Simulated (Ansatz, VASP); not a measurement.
ReS: VASP beside Ansatz

The input INCAR:

```
ALGO = Normal
EDIFF = 1E-6
ENCUT = 560
GGA = PE
GGA_COMPAT = F
ISIF = 2
ISMEAR = 0
ISPIN = 2
LASPH = T
LCHARG = T
LELF = T
LMAXMIX = 4
LORBIT = 11
LREAL = F
LVHAR = T
LWAVE = F
MAGMOM = 0.05 0
NBANDS = 22
NELM = 200
PREC = Accurate
SIGMA = 0.05
```

File KPOINTS:

```
k-points
0
Gamma
  12 12 12
```

Contents of POSCAR:

```
ReS
1.0
    0.0000000000      2.6183291373      2.6183291373
    2.6183291373      0.0000000000      2.6183291373
    2.6183291373      2.6183291373      0.0000000000
Re S
1 1
Direct
    0.0000000000      0.0000000000      0.0000000000
    0.2729153773      0.2270846227      0.2729153773
```

Input for Ansatz:

```yaml
crystal:
  lattice:
    - [0.0, 2.6183291373, 2.6183291373]
    - [2.6183291373, 0.0, 2.6183291373]
    - [2.6183291373, 2.6183291373, 0.0]
  atoms:
    - { symbol: Re, position: [0.0, 0.0, 0.0], spin: 0.05 }
    - { symbol: S, position: [0.2729153773, 0.2270846227, 0.2729153773] }
basis:
  ecutwfc: 420
  ecutrho_ratio: 4
kpoints:
  mp_grid: { grid: [12, 12, 12] }
hamiltonian:
  xc: pbe
scf:
  occupations: { method: gaussian, width: 0.05 }
  lower_state_search: "off"
output:
  forces: true
  stress: true
  eigenvalues: true
  populations: true
magnetization:
  spin_polarized: true
checkpoint:
  read: start.run
  write: ck
  compress: false
  write_wavefunctions: false
  write_every: 100000
```

Alike in both runs: task single point; functional PBE; k mesh 12 × 12 × 12; occupations gaussian, width 0.05 eV; collinear spin.

|  | VASP | Ansatz |
| --- | --- | --- |
| version | VASP 6.6.1 | Ansatz 0.2.0 |
| potentials or method | VASP PAW PBE potentials, release 64 (Re_sv_GW, S), cutoff 560 eV | scalar-relativistic, plane waves, PAW |
| valence electrons in the cell | 21 | 21 |

|  | VASP | Ansatz | Ansatz less VASP |
| --- | --- | --- | --- |
| gap on the k mesh at the Fermi level (eV) | none | none | - |
| pressure (GPa) | 0.7 | 1.4 | +0.69 |
| traceless stress, the component that is largest in VASP (GPa) | -10.24 | -10.26 | -0.021 |
| rms of the force components (eV/Å) | 1.095 | 1.097 | +0.0013 |
| net moment per atom (μB) | 0.00 | 0.00 | -0.003 |

Atom by atom the forces differ by 0.001 eV/Å (rms over components). A gap of «none» marks a metal or a gap that the smearing closes. Ansatz's warnings: seeded moment not kept.

Spin-orbit coupling is off throughout.
